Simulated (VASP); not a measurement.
# LiH (Fm-3m) in VASP: relaxation of cell and atoms with PBEsol

Aim: the relaxation of cell and atoms of LiH with PBEsol.

Everything below comes from runs of VASP 6.6.1. Logs are shortened: lines on timing, memory, paths and dates and some standing lists are left out, and cuts for length are marked.

## (1) The cell of the first run

The structure is cubic, space group Fm-3m (No. 225). Conventional cell: a = 3.168 Å, b = 3.168 Å, c = 3.168 Å, α = 90.00°, β = 90.00°, γ = 90.00°. Within 2.1 Å of Li (site symmetry m-3m) lie 6 H at 1.58 Å. H (site symmetry m-3m) has 6 Li at 1.58 Å within 2.1 Å.

## (2) Relaxation of cell and atoms, PBEsol

File INCAR:

```
ALGO = Normal
EDIFF = 1E-7
EDIFFG = -0.01
ENCUT = 1230
GGA = PS
GGA_COMPAT = F
IBRION = 2
ISIF = 3
ISMEAR = -1
LASPH = T
LCHARG = F
LREAL = F
LWAVE = F
NELM = 120
NELMIN = 4
NSW = 100
PREC = Accurate
SIGMA = 0.03
```

File KPOINTS:

```
k-points
0
Gamma
  12 12 12
```

File POSCAR:

```
LiH
1.0
    0.0000000000      1.5838140000      1.5838140000
    1.5838140000      0.0000000000      1.5838140000
    1.5838140000      1.5838140000      0.0000000000
Li H
1 1
Direct
    0.0000000000      0.0000000000      0.0000000000
    0.5000000000      0.5000000000      0.5000000000
```

Potentials or basis: VASP PAW PBE potentials, release 64 (Li_sv, H_h).

On the command line:

```console
cat potpaw_PBE.64/Li_sv/POTCAR potpaw_PBE.64/H_h/POTCAR > POTCAR
mpirun -np 1 vasp_std > vasp.out
```

OUTCAR:

```text
EDIFF = 1E-7
   EDIFFG = -0.01
   ENCUT = 1230
   GGA = PS
   IBRION = 2
   ISIF = 3
   ISMEAR = -1
   LASPH = T
   LREAL = F
   NELM = 120
   NELMIN = 4
   NSW = 100
   PREC = Accurate

 ion  position               nearest neighbor table
   1  0.000  0.000  0.000-   2 1.58   2 1.58   2 1.58   2 1.58   2 1.58   2 1.58
   2  0.500  0.500  0.500-   1 1.58   1 1.58   1 1.58   1 1.58   1 1.58   1 1.58

  LATTYP: Found a face centered cubic cell.
 ALAT       =     3.1676280000

  Lattice vectors:

 A1 = (   0.0000000000,   1.5838140000,   1.5838140000)
 A2 = (   1.5838140000,   0.0000000000,   1.5838140000)
 A3 = (   1.5838140000,   1.5838140000,   0.0000000000)

Analysis of symmetry for initial positions (statically):
=====================================================================
 Subroutine PRICEL returns:
 Original cell was already a primitive cell.

 Routine SETGRP: Setting up the symmetry group for a
 face centered cubic supercell.

 Subroutine GETGRP returns: Found 48 space group operations
 (whereof 48 operations were pure point group operations)
 out of a pool of 48 trial point group operations.

The static configuration has the point symmetry O_h .

Analysis of symmetry for dynamics (positions and initial velocities):
=====================================================================
 Subroutine PRICEL returns:
 Original cell was already a primitive cell.

 Routine SETGRP: Setting up the symmetry group for a
 face centered cubic supercell.

 Subroutine GETGRP returns: Found 48 space group operations
 (whereof 48 operations were pure point group operations)
 out of a pool of 48 trial point group operations.

The dynamic configuration has the point symmetry O_h .

 Subroutine INISYM returns: Found 48 space group operations
 (whereof 48 operations are pure point group operations),
 and found     1 'primitive' translations

----------------------------------------------------------------------------------------

                                     Primitive cell

  volume of cell :       7.9459

  direct lattice vectors                    reciprocal lattice vectors
     0.000000000  1.583814000  1.583814000    -0.315693636  0.315693636  0.315693636
     1.583814000  0.000000000  1.583814000     0.315693636 -0.315693636  0.315693636
     1.583814000  1.583814000  0.000000000     0.315693636  0.315693636 -0.315693636

  length of vectors
     2.239851239  2.239851239  2.239851239     0.546797417  0.546797417  0.546797417

  position of ions in fractional coordinates (direct lattice)
     0.000000000  0.000000000  0.000000000
     0.500000000  0.500000000  0.500000000

  ion indices of the primitive-cell ions
   primitive index   ion index
                 1           1
                 2           2

----------------------------------------------------------------------------------------

 KPOINTS: k-points

Automatic generation of k-mesh.
 Grid dimensions read from file:
 generate k-points for:   12   12   12

 Generating k-lattice:

  Cartesian coordinates                     Fractional coordinates (reciprocal lattice)
    -0.026307803  0.026307803  0.026307803     0.083333333  0.000000000  0.000000000
     0.026307803 -0.026307803  0.026307803     0.000000000  0.083333333  0.000000000
     0.026307803  0.026307803 -0.026307803     0.000000000  0.000000000  0.083333333

  Length of vectors
     0.045566451  0.045566451  0.045566451

  Shift w.r.t. Gamma in fractional coordinates (k-lattice)
     0.000000000  0.000000000  0.000000000

 Subroutine IBZKPT returns following result:
 ===========================================

 Found     72 irreducible k-points:

 Following reciprocal coordinates:
            Coordinates               Weight
  0.000000  0.000000  0.000000      1.000000
  0.083333  0.000000  0.000000      8.000000
  0.166667  0.000000  0.000000      8.000000
  0.250000  0.000000  0.000000      8.000000
  0.333333  0.000000  0.000000      8.000000
  0.416667  0.000000  0.000000      8.000000
[... 16 lines left out ...]
  0.500000  0.166667  0.000000     24.000000
 -0.416667  0.166667  0.000000     24.000000
 [... further k-points ...]
   k-points           NKPTS =     72   k-points in BZ     NKDIM =     72   number of bands    NBANDS=      6
   number of dos      NEDOS =    301   number of ions     NIONS =      2
   total plane-waves  NPLWV =  21952
   dimension x,y,z NGX =    28 NGY =   28 NGZ =   28
   dimension x,y,z NGXF=    56 NGYF=   56 NGZF=   56
   ions per type =               1   1
   NGX,Y,Z   is equivalent  to a cutoff of  20.78, 20.78, 20.78 a.u.
   NGXF,Y,Z  is equivalent  to a cutoff of  41.56, 41.56, 41.56 a.u.
 SYSTEM =  unknown system
   PREC   = accura    normal or accurate (medium, high low for compatibility)
   ISTART =      0    job   : 0-new  1-cont  2-samecut
   ICHARG =      2    charge: 1-file 2-atom 10-const
   ISPIN  =      1    spin polarized calculation?
   LNONCOLLINEAR =      F non collinear calculations
   LSORBIT =      F    spin-orbit coupling
   LASPH  =      T    aspherical Exc in radial PAW
   ENCUT  = 1230.0 eV  90.40 Ry    9.51 a.u.   6.41  6.41  6.41*2*pi/ulx,y,z
   NELM   =    120;   NELMIN=  4; NELMDL= -5     # of ELM steps
   EDIFF  = 0.1E-06   stopping-criterion for ELM
   LREAL  =      F    real-space projection
   EDIFFG = -.1E-01   stopping-criterion for IOM
   NSW    =    100    number of steps for IOM
   IBRION =      2    ionic relax: 0-MD 1-quasi-New 2-CG
   NFREE  =      1    steps in history (QN), initial steepest desc. (CG)
   ISIF   =      3    stress and relaxation
   ISYM   =      2    0-nonsym 1-usesym 2-fastsym
   POTIM  = 0.5000    time-step for ionic-motion
   TEBEG  =    0.0;   TEEND  =   0.0 temperature during run
   PSTRESS=    0.0 pullay stress
   NELECT =       4.0000    total number of electrons
   NUPDOWN=      -1.0000    fix difference up-down
   EMIN   =  10.00;   EMAX   =-10.00  energy-range for DOS
   EFERMI =   0.00;   METHOD = LEGACY
   ISMEAR =    -1;   SIGMA  =   0.03  broadening in eV -4-tet -1-fermi 0-gaus
   EFERMI_NEDOS =   21; number of points for ismear=-14 and -15
   IALGO  =     38    algorithm
   IMIX   =      4    mixing-type and parameters
     AMIX     =   0.40;   BMIX     =  1.00
     AMIX_MAG =   1.60;   BMIX_MAG =  1.00
  volume/ion in A,a.u.               =       3.97        26.81
  Fermi-wavevector in a.u.,A,eV,Ry     =   1.302309  2.461007 23.075594  1.696008
  Thomas-Fermi vector in A             =   2.433385
   LORBIT       =      0    0 simple, 1 ext, 2 COOP (PROOUT), +10 PAW based schemes
   GGA     = PS    functional components
   LHFCALC =     F    Hartree Fock is set to
   AEXX    =    0.0000 exact exchange contribution
   IVDW    =     0    specifies the selected vdW correction
   LEPSILON=     F    determine dielectric tensor
   LRPA    =     F    only Hartree local field effects (RPA)
 conjugate gradient relaxation of ions
 non-spin polarized calculation
  energy-cutoff  :     1230.00
  volume of cell :        7.95
 maximum number of plane-waves:       794
 NGX is ok and might be reduce to    28
   NGX = 13   NGY = 13   NGZ = 13

--------------------------------------- Ionic step        1  -------------------------------------------

 number of electron       4.0000000 magnetization

 Free energy of the ion-electron system (eV)
  ---------------------------------------------------
  ext. energy  EPLUGINS =         0.00000000
  ---------------------------------------------------
  free energy    TOTEN  =        -4.88648045 eV

  energy without entropy =       -4.88648045  energy(sigma->0) =       -4.88648045

------------------------ aborting loop because EDIFF is reached ----------------------------------------

  FORCE on cell =-STRESS in cart. coord.  units (eV):
  Direction    XX          YY          ZZ          XY          YZ          ZX
  --------------------------------------------------------------------------------------
  -------------------------------------------------------------------------------------
  Total        3.9957176      3.9957176      3.9957176      0.0000000      0.0000000     -0.0000000
  in kB      805.6804704    805.6804704    805.6804704      0.0000000      0.0000000     -0.0000000
  external PRESSURE =     805.6804704 kB  Pullay stress =       0.0000000 kB

 VOLUME and BASIS-vectors are now :
 -----------------------------------------------------------------------------
  energy-cutoff  :     1230.00
  volume of cell :        7.95
      direct lattice vectors                 reciprocal lattice vectors
     0.000000000  1.583814000  1.583814000    -0.315693636  0.315693636  0.315693636
     1.583814000  0.000000000  1.583814000     0.315693636 -0.315693636  0.315693636
     1.583814000  1.583814000  0.000000000     0.315693636  0.315693636 -0.315693636

 POSITION                                       TOTAL-FORCE (eV/Angst)
 -----------------------------------------------------------------------------------
      0.00000      0.00000      0.00000         0.000000      0.000000      0.000000
      1.58381      1.58381      1.58381        -0.000000     -0.000000     -0.000000
 -----------------------------------------------------------------------------------
    total drift:                               -0.000000      0.000000      0.000000

  FREE ENERGIE OF THE ION-ELECTRON SYSTEM (eV)
  ---------------------------------------------------
  free  energy   TOTEN  =        -4.8864804522 eV

  energy  without entropy=       -4.8864804522  energy(sigma->0) =       -4.88648045

--------------------------------------- Ionic step        2  -------------------------------------------

 number of electron       3.9999999 magnetization

 E-fermi :   3.2736     XC(G=0): -10.0984

 val. band max:        2.6919026738   @ k =   0.5000   0.5000   0.0000
 cond. band min:       4.8815733521   @ k =   0.5000   0.5000   0.0000
 fundamental gap:      2.1896706783
 Fermi energy:         3.2735866838

 k-point     1 :       0.0000    0.0000    0.0000
  band No.  band energies     occupation
      1     -41.0797      2.00000
      2      -4.5637      2.00000
      3      25.1297      0.00000
      4      25.1297      0.00000
      5      25.1297      0.00000
      6      25.2736      0.00000

 k-point     2 :       0.0833    0.0000    0.0000
  band No.  band energies     occupation
      1     -41.0644      2.00000
      2      -4.4354      2.00000
      3      22.4864      0.00000
      4      24.7074      0.00000
      5      24.7074      0.00000
      6      25.2378      0.00000
[... 292 lines left out ...]
 POSITION                                       TOTAL-FORCE (eV/Angst)
 -----------------------------------------------------------------------------------
      0.00000      0.00000      0.00000        -0.000000      0.000000     -0.000000
      1.95907      1.95907      1.95907         0.000000     -0.000000      0.000000
 -----------------------------------------------------------------------------------
    total drift:                                0.000000      0.000000      0.000000

  FREE ENERGIE OF THE ION-ELECTRON SYSTEM (eV)
  ---------------------------------------------------
  free  energy   TOTEN  =        -6.0590459073 eV

  energy  without entropy=       -6.0590459073  energy(sigma->0) =       -6.05904591

--------------------------------------- Ionic step        5  -------------------------------------------

 number of electron       4.0000002 magnetization

 Free energy of the ion-electron system (eV)
  ---------------------------------------------------
  ext. energy  EPLUGINS =         0.00000000
  ---------------------------------------------------
  free energy    TOTEN  =        -6.06219629 eV

  energy without entropy =       -6.06219629  energy(sigma->0) =       -6.06219629

 E-fermi :   0.8785     XC(G=0):  -8.7080

 val. band max:        0.2956014924   @ k =   0.5000   0.5000   0.0000
 cond. band min:       3.0185415025   @ k =   0.5000   0.5000   0.0000
 fundamental gap:      2.7229400101
 Fermi energy:         0.8785463645

 k-point     1 :       0.0000    0.0000    0.0000
  band No.  band energies     occupation
      1     -43.3708      2.00000
      2      -5.3694      2.00000
      3      16.7770      0.00000
      4      18.3223      0.00000
      5      18.3223      0.00000
      6      18.3223      0.00000

 k-point     2 :       0.0833    0.0000    0.0000
  band No.  band energies     occupation
      1     -43.3671      2.00000
      2      -5.2449      2.00000
      3      15.6052      0.00000
      4      17.6034      0.00000
      5      18.0202      0.00000
      6      18.0202      0.00000
[... 220 lines left out ...]
 POSITION                                       TOTAL-FORCE (eV/Angst)
 -----------------------------------------------------------------------------------
      0.00000      0.00000      0.00000         0.000000      0.000000      0.000000
      1.98458      1.98458      1.98458         0.000000     -0.000000     -0.000000
 -----------------------------------------------------------------------------------
    total drift:                                0.000000      0.000000      0.000000

  FREE ENERGIE OF THE ION-ELECTRON SYSTEM (eV)
  ---------------------------------------------------
  free  energy   TOTEN  =        -6.0621962859 eV

  energy  without entropy=       -6.0621962859  energy(sigma->0) =       -6.06219629

 reached required accuracy - stopping structural energy minimisation
```

Wall time 22 s (1 thread of Intel Xeon 6975P-C (Granite Rapids), shared host); peak memory 0.15 GiB.

Results:

```
Free energy                           : -6.0622 eV
Relaxed volume                        : 7.82 Å³/atom
Relaxed cell                          : a = 2.807 Å, b = 2.807 Å, c = 2.807 Å, α = 60.00°, β = 60.00°, γ = 60.00°
Space group after relaxing (to 0.1 Å) : Fm-3m (No. 225)
Energy gained by relaxing             : 587.9 meV/atom
Ionic steps                           : 5
Pressure after relaxing               : 0.1 GPa
Band gap on the k mesh                : 2.72 eV
```

Step by step:
| step | energy change (eV) | largest force (eV/Å) | pressure (GPa) | volume (Å³) |
| --- | --- | --- | --- | --- |
| 1 | 0.0000 | 0.0000 | 80.57 | 7.95 |
| 2 | -0.8098 | 0.0000 | 30.24 | 10.47 |
| 3 | -1.1271 | 0.0000 | 7.76 | 13.42 |
| 4 | -1.1726 | 0.0000 | 1.68 | 15.04 |
| 5 | -1.1757 | 0.0000 | 0.05 | 15.63 |

Final structure:
```
Li H
1.0
     0.00000    1.98458    1.98458
     1.98458    0.00000    1.98458
     1.98458    1.98458    0.00000
Li H
1 1
Direct
  0.00000 0.00000 0.00000
  0.50000 0.50000 0.50000
```

Caveat: the volume moved by over 15 % at a fixed basis, so the end points are rough; the PAW data sets were made with another functional, which shifts forces and pressure a little. A k mesh can miss the band edges.
